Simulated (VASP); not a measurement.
# SrCl2 (Fm-3m) in VASP: notebook

The runs below take SrCl2 through single point, with PBE0, r2SCANh.

Everything below comes from runs of VASP 6.6.1. Logs are shortened: lines on timing, memory, paths and dates and some standing lists are left out, and cuts for length are marked.

## 1. The cell of the first run

It takes space group Fm-3m (No. 225, cubic). The conventional cell has a = 6.995 Å, b = 6.995 Å, c = 6.995 Å, α = 90.00°, β = 90.00°, γ = 90.00°. Within 4.0 Å of Sr (site symmetry m-3m) lie 8 Cl at 3.03 Å. Cl (site symmetry -43m) has 4 Sr at 3.03 Å and 6 Cl at 3.50 Å within 4.0 Å.

## 2. Single point, PBE0

POSCAR

```
SrCl2
1.0
    0.0000000000      3.4976509228      3.4976509228
    3.4976509228      0.0000000000      3.4976509228
    3.4976509228      3.4976509228      0.0000000000
Sr Cl
1 2
Direct
    0.0000000000      0.0000000000      0.0000000000
    0.2500000000      0.2500000000      0.2500000000
    0.7500000000      0.7500000000      0.7500000000
```

INCAR.step1

```
PREC = Accurate ; ENCUT = 520
EDIFF = 1E-5 ; ISMEAR = 0
SIGMA = 0.01 ; LREAL = F
LASPH = T ; NELM = 100
ALGO = Normal ; ISIF = 2
LWAVE = T ; LCHARG = F
NBANDS = 19 ; GGA = PE
```

INCAR.step2

```
PREC = Accurate ; ENCUT = 520
EDIFF = 1E-6 ; ISMEAR = 0
SIGMA = 0.01 ; LREAL = F
LASPH = T ; NELM = 100
ALGO = Normal ; ISIF = 2
LWAVE = F ; LCHARG = F
GGA = PE ; LHFCALC = T
AEXX = 0.25 ; PRECFOCK = Normal
NBANDS = 19 ; ISTART = 1
```

KPOINTS

```
regular mesh
0
Gamma
  4 4 4
```

Potentials or basis: VASP PAW PBE potentials, release 64 (Sr_sv, Cl).

The run is started by

```console
$ cat potpaw_PBE.64/Sr_sv/POTCAR potpaw_PBE.64/Cl/POTCAR > POTCAR
$ cp INCAR.step1 INCAR
$ mpirun -np 1 vasp_std > vasp.out
$ cp INCAR.step2 INCAR
$ mpirun -np 1 vasp_std > vasp.out
```

OUTCAR:

```text
PREC = Accurate
   ENCUT = 520
   EDIFF = 1E-6
   ISMEAR = 0
   LREAL = F
   LASPH = T
   NELM = 100
   ISIF = 2
   GGA = PE
   LHFCALC = T
   AEXX = 0.25
   PRECFOCK = Normal
   ISTART = 1

 ion  position               nearest neighbor table
   1  0.000  0.000  0.000-   3 3.03   3 3.03   3 3.03   2 3.03   3 3.03   2 3.03   2 3.03   2 3.03

   2  0.250  0.250  0.250-   1 3.03   1 3.03   1 3.03   1 3.03
   3  0.750  0.750  0.750-   1 3.03   1 3.03   1 3.03   1 3.03

  LATTYP: Found a face centered cubic cell.
 ALAT       =     6.9953018456

  Lattice vectors:

 A1 = (   0.0000000000,   3.4976509228,   3.4976509228)
 A2 = (   3.4976509228,   0.0000000000,   3.4976509228)
 A3 = (   3.4976509228,   3.4976509228,   0.0000000000)

Analysis of symmetry for initial positions (statically):
=====================================================================
 Subroutine PRICEL returns:
 Original cell was already a primitive cell.

 Routine SETGRP: Setting up the symmetry group for a
 face centered cubic supercell.

 Subroutine GETGRP returns: Found 48 space group operations
 (whereof 48 operations were pure point group operations)
 out of a pool of 48 trial point group operations.

The static configuration has the point symmetry O_h .

Analysis of symmetry for dynamics (positions and initial velocities):
=====================================================================
 Subroutine PRICEL returns:
 Original cell was already a primitive cell.

 Routine SETGRP: Setting up the symmetry group for a
 face centered cubic supercell.

 Subroutine GETGRP returns: Found 48 space group operations
 (whereof 48 operations were pure point group operations)
 out of a pool of 48 trial point group operations.

The dynamic configuration has the point symmetry O_h .

 Subroutine INISYM returns: Found 48 space group operations
 (whereof 48 operations are pure point group operations),
 and found     1 'primitive' translations

----------------------------------------------------------------------------------------

                                     Primitive cell

  volume of cell :      85.5775

  direct lattice vectors                    reciprocal lattice vectors
[... 76 lines left out ...]
   IBRION =     -1    ionic relax: 0-MD 1-quasi-New 2-CG
   NFREE  =      0    steps in history (QN), initial steepest desc. (CG)
   ISIF   =      2    stress and relaxation
   ISYM   =      3    0-nonsym 1-usesym 2-fastsym
   POTIM  = 0.5000    time-step for ionic-motion
   TEBEG  =    0.0;   TEEND  =   0.0 temperature during run
   PSTRESS=    0.0 pullay stress
   NELECT =      24.0000    total number of electrons
   NUPDOWN=      -1.0000    fix difference up-down
   EMIN   =  10.00;   EMAX   =-10.00  energy-range for DOS
   EFERMI =   0.00;   METHOD = LEGACY
   ISMEAR =     0;   SIGMA  =   0.01  broadening in eV -4-tet -1-fermi 0-gaus
   EFERMI_NEDOS =   21; number of points for ismear=-14 and -15
   IALGO  =     38    algorithm
   IMIX   =      1    mixing-type and parameters
     AMIX     =   0.40;   BMIX     =  1.00
     AMIX_MAG =   1.60;   BMIX_MAG =  1.00
  volume/ion in A,a.u.               =      28.53       192.50
  Fermi-wavevector in a.u.,A,eV,Ry     =   1.071582  2.024997 15.623409  1.148288
  Thomas-Fermi vector in A             =   2.207327
   LORBIT       =      0    0 simple, 1 ext, 2 COOP (PROOUT), +10 PAW based schemes
   GGA     = PE    functional components
   LHFCALC =     T    Hartree Fock is set to
   PRECFOCK=normal    Normal, Fast or Accurate (Low or Medium for compatibility)
   ENCUT4O =  -1.0   cutoff for four orbital integrals eV
   NKREDX  =     1    reduce k-point grid by
   NKREDY  =     1    reduce k-point grid by
   NKREDZ  =     1    reduce k-point grid by
   AEXX    =    0.2500 exact exchange contribution
   HFSCREEN=    0.0000 screening length (either q_TF or 0.3 A-1)
   HFSCREENC=   0.0000 screening length for correlation (either q_TF or 0.3 A-1)
   ENCUTFOCK=  -1.0 apply spherical cutoff to Coloumb kernel
   IVDW    =     0    specifies the selected vdW correction
   LEPSILON=     F    determine dielectric tensor
   LRPA    =     F    only Hartree local field effects (RPA)
 non-spin polarized calculation
 Gauss-broadening in eV      SIGMA  =   0.01
  energy-cutoff  :      520.00
  volume of cell :       85.58
 maximum number of plane-waves:      2332
 NGX is ok and might be reduce to    40
  NGX = 28; NGY = 28; NGZ = 28

 number of electron      24.0000002 magnetization

 Free energy of the ion-electron system (eV)
  ---------------------------------------------------
  ext. energy  EPLUGINS =         0.00000000
  ---------------------------------------------------
  free energy    TOTEN  =       -15.53334292 eV

  energy without entropy =      -15.53334292  energy(sigma->0) =      -15.53334292

 E-fermi :  -1.1443     XC(G=0):  -6.4993

 val. band max:       -1.2217401445   @ k =   0.5000   0.5000   0.0000
 cond. band min:       6.0999408316   @ k =   0.0000   0.0000   0.0000
 fundamental gap:      7.3216809761
 Fermi energy:        -1.1443168822

 k-point     1 :       0.0000    0.0000    0.0000
  band No.  band energies     occupation
      1     -36.2319      2.00000
      2     -16.9368      2.00000
      3     -16.9368      2.00000
      4     -16.9368      2.00000
      5     -15.7846      2.00000
      6     -14.8748      2.00000
[... 153 lines left out ...]
      6     -15.0186      2.00000
[... 11 lines left out ...]
     18      10.5586      0.00000
     19      11.6475      0.00000

------------------------ aborting loop because EDIFF is reached ----------------------------------------

  FORCE on cell =-STRESS in cart. coord.  units (eV):
  Direction    XX          YY          ZZ          XY          YZ          ZX
  --------------------------------------------------------------------------------------
  -------------------------------------------------------------------------------------
  Total        0.0783316      0.0783316      0.0783316      0.0000000      0.0000000     -0.0000000
  in kB        1.4665213      1.4665213      1.4665213      0.0000000      0.0000000     -0.0000000
  external PRESSURE =       1.4665213 kB  Pullay stress =       0.0000000 kB

 VOLUME and BASIS-vectors are now :
 -----------------------------------------------------------------------------
  energy-cutoff  :      520.00
  volume of cell :       85.58
      direct lattice vectors                 reciprocal lattice vectors
     0.000000000  3.497650923  3.497650923    -0.142953088  0.142953088  0.142953088
     3.497650923  0.000000000  3.497650923     0.142953088 -0.142953088  0.142953088
     3.497650923  3.497650923  0.000000000     0.142953088  0.142953088 -0.142953088

 POSITION                                       TOTAL-FORCE (eV/Angst)
 -----------------------------------------------------------------------------------
      0.00000      0.00000      0.00000        -0.000000      0.000000     -0.000000
      1.74883      1.74883      1.74883         0.000000      0.000000     -0.000000
      5.24648      5.24648      5.24648        -0.000000     -0.000000      0.000000
 -----------------------------------------------------------------------------------
    total drift:                                0.000000     -0.000000     -0.000000

  FREE ENERGIE OF THE ION-ELECTRON SYSTEM (eV)
  ---------------------------------------------------
  free  energy   TOTEN  =       -15.5333429159 eV

  energy  without entropy=      -15.5333429159  energy(sigma->0) =      -15.53334292
```

OUTCAR.step1:

```text
PREC = Accurate
   ENCUT = 520
   EDIFF = 1E-5
   ISMEAR = 0
   LREAL = F
[... 384 lines left out ...]
      0.00000      0.00000      0.00000        -0.000000      0.000000     -0.000000
      1.74883      1.74883      1.74883        -0.000000     -0.000000     -0.000000
      5.24648      5.24648      5.24648         0.000000      0.000000      0.000000
 -----------------------------------------------------------------------------------
    total drift:                               -0.000000     -0.000000      0.000000

  FREE ENERGIE OF THE ION-ELECTRON SYSTEM (eV)
  ---------------------------------------------------
  free  energy   TOTEN  =       -12.7864179015 eV

  energy  without entropy=      -12.7864179015  energy(sigma->0) =      -12.78641790
```

Wall time 26 min (1 thread of AMD EPYC 7R43 (Zen 3), shared host); peak memory 0.21 GiB.

What came out:

| Property | Result |
| --- | --- |
| Free energy | -15.5333 eV |
| Pressure | 0.1 GPa |
| Band gap on the k mesh | 7.32 eV (least direct gap 7.58 eV) |

Levels at points of the mesh, in eV from the valence-band top:
```csv
k point,band 10,band 11,band 12,band 13,band 14,band 15
"(0.00, 0.00, 0.00)",-0.37,-0.37,-0.37,7.32,8.29,8.29
"(0.50, 0.00, 0.00)",-1.41,-1.14,-1.14,8.96,8.96,9.83
"(0.50, 0.50, 0.00)",-0.42,-0.42,0.00,7.58,9.30,9.96
```

Caveat: the PAW data sets were made with another functional, which shifts forces and pressure a little. A k mesh can miss the band edges.

## 3. Single point, r2SCANh

POSCAR is that of step 2.

INCAR.step1

```
SYSTEM = SrCl2
PREC = Accurate
ENCUT = 520
EDIFF = 1E-5
ISMEAR = 0
SIGMA = 0.01
LREAL = .FALSE.
LASPH = .TRUE.
NELM = 100
ALGO = Normal
ISIF = 2
LWAVE = .TRUE.
LCHARG = .FALSE.
NBANDS = 19
GGA = PE
```

INCAR.step2

```
SYSTEM = SrCl2
PREC = Accurate
ENCUT = 520
EDIFF = 1E-7
ISMEAR = 0
SIGMA = 0.01
LREAL = .FALSE.
LASPH = .TRUE.
NELM = 100
ALGO = Normal
ISIF = 2
LWAVE = .FALSE.
LCHARG = .FALSE.
METAGGA = R2SCAN
LHFCALC = .TRUE.
AEXX = 0.1
LMIXTAU = .TRUE.
PRECFOCK = Normal
NBANDS = 19
ISTART = 1
```

KPOINTS

```
Automatic mesh
0
G
  4 4 4
  0 0 0
```

Potentials or basis: VASP PAW PBE potentials, release 64 (Sr_sv, Cl).

The run is started by

```console
$ cat potpaw_PBE.64/Sr_sv/POTCAR potpaw_PBE.64/Cl/POTCAR > POTCAR
$ cp INCAR.step1 INCAR
$ mpirun -np 1 vasp_std > vasp.out
$ cp INCAR.step2 INCAR
$ mpirun -np 1 vasp_std > vasp.out
```

It took 37 min on 1 thread of AMD EPYC 7R43 (Zen 3), shared host; peak memory 0.22 GiB.

Results (log left out):

| Property | Result |
| --- | --- |
| Free energy | -34.5143 eV |
| Pressure | -0.1 GPa |
| Band gap on the k mesh | 6.62 eV (least direct gap 6.73 eV) |

Levels at points of the mesh, in eV from the valence-band top:
```
           k point  band 9  band 10  band 11  band 12  band 13  band 14  band 15  band 16
(0.00, 0.00, 0.00)   -2.19    -0.36    -0.36    -0.36     6.62     7.47     7.47    10.35
(0.50, 0.00, 0.00)   -1.52    -1.37    -1.10    -1.10     8.09     8.09     8.93     9.06
(0.50, 0.50, 0.00)   -1.97    -0.40    -0.40     0.00     6.73     8.57     9.05     9.53
```

Caveat: the PAW data sets were made with another functional, which shifts forces and pressure a little. A k mesh can miss the band edges.
